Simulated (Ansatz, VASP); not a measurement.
## One calculation of KBr, two programs

```xyz
2
Lattice="0.0000 3.3000 3.3000 3.3000 0.0000 3.3000 3.3000 3.3000 0.0000" Properties=species:S:1:pos:R:3 pbc="T T T"
Br    3.3000    3.3000    3.3000
K     0.0000    0.0000    0.0000
```

Alike in both runs: task single point; functional PBE; k mesh 7 × 7 × 7; occupations gaussian, width 0.011 eV; no spin polarisation.

|  | VASP | Ansatz |
| --- | --- | --- |
| version | VASP 6.6.1 | Ansatz 0.2.0 |
| potentials or method | VASP PAW PBE potentials, release 64 (Br, K_sv), cutoff 520 eV | all-electron LAPW, scalar-relativistic |

|  | VASP | Ansatz | Ansatz less VASP |
| --- | --- | --- | --- |
| gap on the k mesh at the Fermi level (eV) | 4.43 | 4.44 | +0.001 |
| least direct gap on the mesh (eV) | 4.43 | 4.44 | +0.001 |
| pressure (GPa) | 0.8 | 0.7 | -0.04 |

Ansatz ran all-electron here, and VASP with PAW potentials.
